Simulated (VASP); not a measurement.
# CsLiCr2Te2S3 (Cm) in VASP: further runs

CsLiCr2Te2S3 is run at these levels: PBEsol, PBE; tasks: single point.

Program: VASP 6.6.1. These are calculated values, not measurements. Logs are shortened: lines on timing, memory, paths and dates and some standing lists are left out, and cuts for length are marked.

## (1) The cell of the first run

It takes space group Cm (No. 8, monoclinic). Conventional cell: a = 5.912 Å, b = 10.286 Å, c = 7.583 Å, α = 90.00°, β = 95.23°, γ = 90.00°. Cs (site symmetry m) has 8 S at 3.44 to 4.31 Å and 6 Te at 3.78 to 4.45 Å and 1 Li at 3.85 Å and 2 Cr at 4.14 Å within 4.5 Å. Within 3.4 Å of Li (site symmetry m) lie 4 S at 2.47 to 3.33 Å and 2 Te at 2.96 Å and 4 Cr at 3.11 to 3.21 Å. Cr (site symmetry 1) has 3 S at 2.20 to 2.25 Å and 2 Te at 2.68 to 2.71 Å within 2.9 Å. Te (site symmetry 1) has 2 Cr at 2.68 to 2.71 Å and 1 Li at 2.96 Å and 2 Te at 3.11 Å and 1 S at 3.50 Å within 3.5 Å. S (site symmetry 1) has 2 Cr at 2.24 to 2.25 Å and 1 Li at 2.47 Å within 3.0 Å. S (site symmetry m) has 2 Cr at 2.20 Å and 1 Li at 2.58 Å within 2.9 Å.

## (2) Single point, PBEsol, collinear spin, ferromagnetic start

Contents of INCAR:

```
  PREC = Accurate
  ENCUT = 520
  EDIFF = 1E-7
  ISMEAR = -1
  SIGMA = 0.05
  LREAL = False
  LASPH = True
  NELM = 150
  ALGO = Normal
  ISIF = 2
  LWAVE = False
  LCHARG = False
  ISPIN = 2
  MAGMOM = 0 0 3 3 0 0 0 0 0
  LORBIT = 11
  LMAXMIX = 4
  GGA = PS
  NBANDS = 47
```

Contents of KPOINTS:

```
Automatic mesh
0
Gamma
  3 3 2
```

Contents of POSCAR:

```
CsLiCr2Te2S3
1.0
    2.9307981309     -5.1432417381      0.3848008649
    2.9307981309      5.1432417381      0.3848008649
   -1.6687777866      0.0000000000      7.3968853745
Cs Li Cr Te S
1 1 2 2 3
Direct
   -0.0189148308     -0.0189148308     -0.0154124582
    0.6139265295      0.6139265295      0.5387198983
    0.0191037051      0.4054141499      0.5566291690
    0.4054141499      0.0191037051      0.5566291690
    0.6696046153      1.2633098681      0.2774031292
    1.2633098681      0.6696046153      0.2774031292
    0.7122296147      0.3524262801      0.7395559205
    0.3524262801      0.7122296147      0.7395559205
    0.0503500682      0.0503500682      0.5385561227
```

Potentials or basis: VASP PAW PBE potentials, release 64 (Cs_sv, Li_sv, Cr_pv, Te, S).

The run is started by

```console
> cat potpaw_PBE.64/Cs_sv/POTCAR potpaw_PBE.64/Li_sv/POTCAR potpaw_PBE.64/Cr_pv/POTCAR potpaw_PBE.64/Te/POTCAR potpaw_PBE.64/S/POTCAR > POTCAR
> mpirun -np 1 vasp_std > vasp.out
```

OUTCAR:

```text
PREC = Accurate
   ENCUT = 520
   EDIFF = 1E-7
   ISMEAR = -1
   LREAL = False
   LASPH = True
   NELM = 150
   ISIF = 2
   ISPIN = 2
   LORBIT = 11
   GGA = PS

 ion  position               nearest neighbor table
   1  0.981  0.981  0.985-
   2  0.614  0.614  0.539-   7 2.47   8 2.47   9 2.58   6 2.96   5 2.96
   3  0.019  0.405  0.557-   9 2.20   7 2.24   8 2.25   5 2.68   6 2.71
   4  0.405  0.019  0.557-   9 2.20   8 2.24   7 2.25   6 2.68   5 2.71
   5  0.670  0.263  0.277-   3 2.68   4 2.71   2 2.96   6 3.11   6 3.11
   6  0.263  0.670  0.277-   4 2.68   3 2.71   2 2.96   5 3.11   5 3.11
   7  0.712  0.352  0.740-   3 2.24   4 2.25   2 2.47
   8  0.352  0.712  0.740-   4 2.24   3 2.25   2 2.47
   9  0.050  0.050  0.539-   3 2.20   4 2.20   2 2.58

  LATTYP: Found a base centered monoclinic cell.
 ALAT       =     5.9119030404
 B/A-ratio  =     1.7399614652
 C/A-ratio  =     1.2826312980
 COS(beta)  =    -0.0912148488

  Lattice vectors:

 A1 = (   2.9307981309,  -5.1432417381,   0.3848008649)
 A2 = (   2.9307981309,   5.1432417381,   0.3848008649)
 A3 = (  -1.6687777866,   0.0000000000,   7.3968853745)

Analysis of symmetry for initial positions (statically):
=====================================================================
 Subroutine PRICEL returns:
 Original cell was already a primitive cell.

 Routine SETGRP: Setting up the symmetry group for a
 base centered monoclinic supercell.

 Subroutine GETGRP returns: Found  2 space group operations
 (whereof  2 operations were pure point group operations)
 out of a pool of  4 trial point group operations.

The static configuration has the point symmetry C_1h.

Analysis of symmetry for dynamics (positions and initial velocities):
=====================================================================
 Subroutine PRICEL returns:
 Original cell was already a primitive cell.

 Routine SETGRP: Setting up the symmetry group for a
 base centered monoclinic supercell.

 Subroutine GETGRP returns: Found  2 space group operations
 (whereof  2 operations were pure point group operations)
 out of a pool of  4 trial point group operations.

The dynamic configuration has the point symmetry C_1h.

Analysis of structural, dynamic, and magnetic symmetry:
=====================================================================
 Subroutine PRICEL returns:
 Original cell was already a primitive cell.

 Routine SETGRP: Setting up the symmetry group for a
 base centered monoclinic supercell.

 Subroutine GETGRP returns: Found  2 space group operations
 (whereof  2 operations were pure point group operations)
 out of a pool of  4 trial point group operations.

The overall configuration has the point symmetry C_1h.

 Subroutine INISYM returns: Found  2 space group operations
 (whereof  2 operations are pure point group operations),
 and found     1 'primitive' translations

----------------------------------------------------------------------------------------

                                     Primitive cell

  volume of cell :     229.6038

  direct lattice vectors                    reciprocal lattice vectors
     2.930798131 -5.143241738  0.384800865     0.165693971 -0.097214952  0.037381466
     2.930798131  5.143241738  0.384800865     0.165693971  0.097214952  0.037381466
    -1.668777787  0.000000000  7.396885375    -0.017239468  0.000000000  0.131302719

  length of vectors
     5.932165285  5.932165285  7.582791870     0.195710533  0.195710533  0.132429616

  position of ions in fractional coordinates (direct lattice)
     0.981085169  0.981085169  0.984587542
     0.613926529  0.613926529  0.538719898
     0.019103705  0.405414150  0.556629169
     0.405414150  0.019103705  0.556629169
     0.669604615  0.263309868  0.277403129
     0.263309868  0.669604615  0.277403129
     0.712229615  0.352426280  0.739555921
     0.352426280  0.712229615  0.739555921
     0.050350068  0.050350068  0.538556123

  ion indices of the primitive-cell ions
   primitive index   ion index
                 1           1
                 2           2
                 3           3
                 4           4
                 5           5
                 6           6
                 7           7
                 8           8
                 9           9

----------------------------------------------------------------------------------------

 KPOINTS: Automatic mesh

Automatic generation of k-mesh.
 Grid dimensions read from file:
 generate k-points for:    3    3    2

 Generating k-lattice:

  Cartesian coordinates                     Fractional coordinates (reciprocal lattice)
     0.055231324 -0.032404984  0.012460489     0.333333333  0.000000000  0.000000000
     0.055231324  0.032404984  0.012460489     0.000000000  0.333333333  0.000000000
    -0.008619734  0.000000000  0.065651359    -0.000000000 -0.000000000  0.500000000

  Length of vectors
     0.065236844  0.065236844  0.066214808

  Shift w.r.t. Gamma in fractional coordinates (k-lattice)
     0.000000000  0.000000000  0.000000000

 Subroutine IBZKPT returns following result:
 ===========================================

 Found      8 irreducible k-points:

 Following reciprocal coordinates:
            Coordinates               Weight
  0.000000  0.000000  0.000000      1.000000
  0.333333  0.000000 -0.000000      4.000000
  0.333333  0.333333 -0.000000      2.000000
 -0.333333  0.333333  0.000000      2.000000
  0.000000  0.000000  0.500000      1.000000
  0.333333  0.000000  0.500000      4.000000
  0.333333  0.333333  0.500000      2.000000
 -0.333333  0.333333  0.500000      2.000000
   k-points           NKPTS =      8   k-points in BZ     NKDIM =      8   number of bands    NBANDS=     47
   number of dos      NEDOS =    301   number of ions     NIONS =      9
   total plane-waves  NPLWV = 129024
   dimension x,y,z NGX =    48 NGY =   48 NGZ =   56
   dimension x,y,z NGXF=    96 NGYF=   96 NGZF=  112
   ions per type =               1   1   2   2   3
   NGX,Y,Z   is equivalent  to a cutoff of  13.45, 13.45, 12.28 a.u.
   NGXF,Y,Z  is equivalent  to a cutoff of  26.90, 26.90, 24.55 a.u.
 SYSTEM =  unknown system
   PREC   = accura    normal or accurate (medium, high low for compatibility)
   ISTART =      0    job   : 0-new  1-cont  2-samecut
   ICHARG =      2    charge: 1-file 2-atom 10-const
   ISPIN  =      2    spin polarized calculation?
   LNONCOLLINEAR =      F non collinear calculations
   LSORBIT =      F    spin-orbit coupling
   LASPH  =      T    aspherical Exc in radial PAW
   ENCUT  =  520.0 eV  38.22 Ry    6.18 a.u.  11.03 11.03 14.10*2*pi/ulx,y,z
   NELM   =    150;   NELMIN=  2; NELMDL= -5     # of ELM steps
   EDIFF  = 0.1E-06   stopping-criterion for ELM
   LREAL  =      F    real-space projection
   EDIFFG = 0.1E-05   stopping-criterion for IOM
   NSW    =      0    number of steps for IOM
   IBRION =     -1    ionic relax: 0-MD 1-quasi-New 2-CG
   NFREE  =      0    steps in history (QN), initial steepest desc. (CG)
   ISIF   =      2    stress and relaxation
   ISYM   =      2    0-nonsym 1-usesym 2-fastsym
   POTIM  = 0.5000    time-step for ionic-motion
   TEBEG  =    0.0;   TEEND  =   0.0 temperature during run
   PSTRESS=    0.0 pullay stress
   NELECT =      66.0000    total number of electrons
   NUPDOWN=      -1.0000    fix difference up-down
   EMIN   =  10.00;   EMAX   =-10.00  energy-range for DOS
   EFERMI =   0.00;   METHOD = LEGACY
   ISMEAR =    -1;   SIGMA  =   0.05  broadening in eV -4-tet -1-fermi 0-gaus
   EFERMI_NEDOS =   21; number of points for ismear=-14 and -15
   IALGO  =     38    algorithm
   IMIX   =      4    mixing-type and parameters
     AMIX     =   0.40;   BMIX     =  1.00
     AMIX_MAG =   1.60;   BMIX_MAG =  1.00
  volume/ion in A,a.u.               =      25.51       172.16
  Fermi-wavevector in a.u.,A,eV,Ry     =   1.080430  2.041716 15.882461  1.167328
  Thomas-Fermi vector in A             =   2.216420
   LORBIT       =     11    0 simple, 1 ext, 2 COOP (PROOUT), +10 PAW based schemes
   GGA     = PS    functional components
   LHFCALC =     F    Hartree Fock is set to
   AEXX    =    0.0000 exact exchange contribution
   IVDW    =     0    specifies the selected vdW correction
   LEPSILON=     F    determine dielectric tensor
   LRPA    =     F    only Hartree local field effects (RPA)
 spin polarized calculation
  energy-cutoff  :      520.00
  volume of cell :      229.60
 maximum number of plane-waves:      6197
 NGX is ok and might be reduce to    48
   NGX = 23   NGY = 23   NGZ = 29

 number of electron      66.0000001 magnetization       4.8167241

 Free energy of the ion-electron system (eV)
  ---------------------------------------------------
  ext. energy  EPLUGINS =         0.00000000
  ---------------------------------------------------
  free energy    TOTEN  =       -49.39856203 eV

  energy without entropy =      -49.35935484  energy(sigma->0) =      -49.37895843

 E-fermi :   4.1208     XC(G=0):  -9.1366

 val. band max:        4.0945950092   @ k =   0.3333   0.3333  -0.0000
 cond. band min:       4.1339927551   @ k =   0.3333   0.0000  -0.0000
 fundamental gap:      0.0393977460
 Fermi energy:         4.1207902073

 spin component 1

 k-point     1 :       0.0000    0.0000    0.0000
  band No.  band energies     occupation
      1     -41.0413      1.00000
      2     -40.0542      1.00000
      3     -40.0497      1.00000
      4     -39.9211      1.00000
      5     -39.9123      1.00000
      6     -39.8572      1.00000
[... 37 lines left out ...]
     44       8.0690      0.00000
     45       8.2228      0.00000
[... 294 lines left out ...]
      4     -39.9212      1.00000
      5     -39.9122      1.00000
      6     -39.8574      1.00000
[... 37 lines left out ...]
     44       8.9442      0.00000
     45       9.4240      0.00000
 Fermi energy:         4.1207902073

 spin component 2

 k-point     1 :       0.0000    0.0000    0.0000
  band No.  band energies     occupation
      1     -41.0361      1.00000
      2     -37.6857      1.00000
      3     -37.6820      1.00000
      4     -37.5850      1.00000
      5     -37.5828      1.00000
      6     -37.4929      1.00000
[... 37 lines left out ...]
     44       8.2101      0.00000
     45       8.4819      0.00000
[... 294 lines left out ...]
      4     -37.5852      1.00000
      5     -37.5826      1.00000
      6     -37.4937      1.00000
[... 37 lines left out ...]
     44       9.0963      0.00000
     45       9.5443      0.00000
 [bands above 45 left out]

------------------------ aborting loop because EDIFF is reached ----------------------------------------

  FORCE on cell =-STRESS in cart. coord.  units (eV):
  Direction    XX          YY          ZZ          XY          YZ          ZX
  --------------------------------------------------------------------------------------
  -------------------------------------------------------------------------------------
  Total       -0.0572516      0.0833840      0.0979315      0.0000000      0.0000000      0.0175911
  in kB       -0.3995020      0.5818545      0.6833667      0.0000000      0.0000000      0.1227505
  external PRESSURE =       0.2885731 kB  Pullay stress =       0.0000000 kB

 VOLUME and BASIS-vectors are now :
 -----------------------------------------------------------------------------
  energy-cutoff  :      520.00
  volume of cell :      229.60
      direct lattice vectors                 reciprocal lattice vectors
     2.930798131 -5.143241738  0.384800865     0.165693971 -0.097214952  0.037381466
     2.930798131  5.143241738  0.384800865     0.165693971  0.097214952  0.037381466
    -1.668777787  0.000000000  7.396885375    -0.017239468  0.000000000  0.131302719

 POSITION                                       TOTAL-FORCE (eV/Angst)
 -----------------------------------------------------------------------------------
      4.10767      0.00000      8.03793         0.005433      0.000000     -0.003786
      2.69959      0.00000      4.45733        -0.004532      0.000000      0.004757
      0.31529      1.98689      4.28068         0.004272      0.011850      0.030822
      0.31529     -1.98689      4.28068         0.004272     -0.011850      0.030822
      2.27126     -2.08967      2.41091         0.000940      0.010182     -0.020628
      2.27126      2.08967      2.41091         0.000940     -0.010182     -0.020628
      1.88614     -1.85056      5.88009        -0.002976     -0.009483     -0.007415
      1.88614      1.85056      5.88009        -0.002976      0.009483     -0.007415
     -0.60360      0.00000      4.02239        -0.005374      0.000000     -0.006528
 -----------------------------------------------------------------------------------
    total drift:                               -0.000509     -0.000000      0.001664

  FREE ENERGIE OF THE ION-ELECTRON SYSTEM (eV)
  ---------------------------------------------------
  free  energy   TOTEN  =       -49.3985620309 eV

  energy  without entropy=      -49.3593548362  energy(sigma->0) =      -49.37895843

 total charge

# of ion       s       p       d       tot
------------------------------------------
    1        1.843   4.684   0.036   6.564
    2        2.016   0.056   0.000   2.071
    3        0.322   6.309   4.206  10.837
    4        0.322   6.309   4.206  10.837
    5        1.393   1.966   0.038   3.397
    6        1.393   1.966   0.038   3.397
    7        1.338   2.373   0.000   3.712
    8        1.338   2.373   0.000   3.712
    9        1.337   2.369   0.000   3.706
--------------------------------------------------
tot         11.301  28.406   8.526  48.234

 magnetization (x)

# of ion       s       p       d       tot
------------------------------------------
    1       -0.000  -0.000   0.002   0.002
    2        0.001   0.002   0.000   0.002
    3        0.025   0.030   2.305   2.360
    4        0.025   0.030   2.305   2.360
    5       -0.002  -0.061   0.004  -0.059
    6       -0.002  -0.061   0.004  -0.059
    7       -0.003  -0.048   0.000  -0.051
    8       -0.003  -0.048   0.000  -0.051
    9       -0.001  -0.117   0.000  -0.118
--------------------------------------------------
tot          0.038  -0.273   4.620   4.385
```

Wall time 5.3 min (1 thread of Intel Xeon Platinum 8259CL at 2.50GHz (Skylake/Cascade Lake), shared host); peak memory 0.53 GiB.

Results:

| Property | Result |
| --- | --- |
| Free energy | -49.3986 eV |
| Largest force | 0.033 eV/Å |
| Net moment | 4.82 μB per cell |
| Site moments | Cs +0.00; Li +0.00; Cr +2.36; Te -0.06; S -0.05, -0.12 (each value once) μB |
| Valence electrons inside the program's atomic spheres | Cs 6.56; Li 2.07; Cr 10.84; Te 3.40; S 3.71 |

Forces in eV/Å, atoms in the order of the input:
```
Cs   0.005  0.000 -0.004
Li  -0.005  0.000  0.005
Cr   0.004  0.012  0.031
Cr   0.004 -0.012  0.031
Te   0.001  0.010 -0.021
Te   0.001 -0.010 -0.021
S   -0.003 -0.009 -0.007
S   -0.003  0.009 -0.007
S   -0.005  0.000 -0.007
```

Caveat: the k points lie up to 0.42 Å⁻¹ apart; the cutoff is under 1.25 times the usual one of these potentials, so pressure, stress and relaxed cells hold a basis-set (Pulay) error; the PAW data sets were made with another functional, which shifts forces and pressure a little; spin-orbit coupling is left out, which moves the levels of the heavy elements; the run started ferromagnetic, and an antiferromagnetic order may lie lower in energy. With open d or f shells a metallic result of PBEsol can be an artefact of self-interaction; +U or a hybrid may open a gap.

(Continued in part 2 of 2.)
